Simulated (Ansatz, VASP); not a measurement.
**CdS: VASP beside Ansatz**

Contents of INCAR:

```
SYSTEM = CdS
  PREC = Accurate
  ENCUT = 520
  EDIFF = 1E-7
  ISMEAR = -1
  SIGMA = 0.01
  LREAL = .FALSE.
  LASPH = .TRUE.
  NELM = 60
  ALGO = Normal
  ISIF = 2
  LWAVE = .FALSE.
  LCHARG = .TRUE.
  GGA = PS
  LELF = .TRUE.
  LVHAR = .TRUE.
  NBANDS = 26
```

KPOINTS

```
Automatic mesh
0
G
  7 7 4
  0 0 0
```

File POSCAR:

```
CdS
1.0
    4.1347992034      0.0206739960      0.0206739960
   -2.0494953960      3.5705041517      0.0075672077
    0.0337450000      0.0337450000      6.7490000000
Cd S
2 2
Direct
    0.3333333333      0.6666666667      0.0000000000
    0.6666666667      0.3333333333      0.5000000000
    0.3333333333      0.6666666667      0.3850000000
    0.6666666667      0.3333333333      0.8850000000
```

Input for Ansatz:

```yaml
crystal:
  lattice:
    - [4.1347992034, 0.020673996, 0.020673996]
    - [-2.049495396, 3.5705041517, 0.0075672077]
    - [0.033745, 0.033745, 6.749]
  atoms:
    - { symbol: Cd, position: [0.3333333333, 0.6666666667, 0.0] }
    - { symbol: Cd, position: [0.6666666667, 0.3333333333, 0.5] }
    - { symbol: S, position: [0.3333333333, 0.6666666667, 0.385] }
    - { symbol: S, position: [0.6666666667, 0.3333333333, 0.885] }
kpoints:
  mp_grid: { grid: [7, 7, 4] }
  band_path:
    path:
      - [0.0, 0.0, 0.0]
      - [0.0, -0.5, 0.0]
      - [0.0, 0.0, 0.5]
      - [0.0, 0.0, 0.0]
      - [-0.5, 0.0, 0.0]
      - [-0.5, 0.5, -0.5]
      - [0.0, 0.0, 0.0]
      - [-0.5, 0.0, -0.5]
      - [-0.5, 0.5, 0.0]
    npoints: 5
scf:
  occupations: { method: fermi_dirac, width: 0.01 }
hamiltonian:
  xc: pbesol
  pseudopotentials: { kind: all_electron, lapw: { basis_error: 0.001 } }
output:
  forces: true
  stress: true
  eigenvalues: true
```

Change from the starting cell: equal xy, yz and zx shear strains of +1 %.

Alike in both runs: task single point; functional PBEsol; k mesh 7 × 7 × 4; occupations fermi-dirac, width 0.01 eV; no spin polarisation.

```csv
,VASP,Ansatz
version,VASP 6.6.1,Ansatz 0.2.0
potentials or method,"VASP PAW PBE potentials, release 64 (Cd, S), cutoff 520 eV","all-electron LAPW, scalar-relativistic"
```

```tsv
	VASP	Ansatz	Ansatz less VASP
gap on the k mesh at the Fermi level (eV)	1.07	1.07	-0.003
pressure (GPa)	-0.2	-0.5	-0.36
traceless stress, the component that is largest in VASP (GPa)	-1.42	-1.37	+0.054
rms of the force components (eV/Å)	0.156	0.150	-0.0052
```

VASP's potentials were made for PBE, not for PBEsol. Atom by atom the forces differ by 0.005 eV/Å (rms over components). Ansatz ran all-electron here, and VASP with PAW potentials.
